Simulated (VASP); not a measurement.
## Cu: single point with PBE

Crystal: Cu.

```xyz
2
Lattice="1.2386 -4.4743 0.0000 1.2386 4.4743 0.0000 0.0000 0.0000 2.5142" Properties=species:S:1:pos:R:3 pbc="T T T"
Cu    1.2386    3.2749    0.6286
Cu    1.2386   -3.2749    1.8857
```

This cell differs from its parent crystal: normal strain along x +0.0000, normal strain along y +0.1100.

* Program: VASP 6.6.1
* Task: single point
* Functional: PBE
* Potentials or basis: VASP PAW PBE potentials, release 64 (Cu)
* Cutoff: 520 eV
* k mesh: 18 × 18 × 18
* Occupations: gaussian, width 0.15 eV
* Spin: no spin polarisation

```json
{
  "Pressure": "-9.0 GPa",
  "Largest force": "0.018 eV/Å",
  "Band gap on the k mesh": "zero (bands 11 and 12 overlap by 5.79 eV)"
}
```

Forces on the atoms (eV/Å):
```
Cu   0.000 -0.018  0.000
Cu   0.000  0.018  0.000
```

Stress tensor (GPa, compression positive):
```
 -4.02   0.00   0.00
  0.00 -15.86   0.00
  0.00   0.00  -7.01
```

Levels at points of the mesh, in eV from the Fermi level:
| k point | band 9 | band 10 | band 11 | band 12 | band 13 | band 14 |
| --- | --- | --- | --- | --- | --- | --- |
| (0.00, 0.00, 0.00) | -1.52 | -1.44 | -1.40 | -0.59 | 2.72 | 15.15 |
| (0.50, 0.00, 0.00) | -1.82 | -1.53 | -0.23 | 1.25 | 2.37 | 5.74 |
| (0.50, 0.50, 0.00) | -1.82 | -1.55 | -1.42 | -1.40 | 9.90 | 11.49 |
| (0.00, 0.00, 0.50) | -1.57 | -1.57 | 0.20 | 0.20 | 6.75 | 6.75 |
| (0.50, 0.00, 0.50) | -1.03 | -1.03 | 4.14 | 4.14 | 7.19 | 7.19 |
| (0.50, 0.50, 0.50) | -1.41 | -1.41 | -0.43 | -0.43 | 3.20 | 3.20 |

It took 11 min on 1 thread of Intel(R) Xeon(R) Platinum 8259CL CPU @ 2.50GHz (Skylake/Cascade Lake) (shared host), peak memory 0.47 GiB.

Caveat: the cell differs from its parent crystal (normal strain along x +0.0000, normal strain along y +0.1100); the stress differs along the axes, from -16 to -4 GPa.
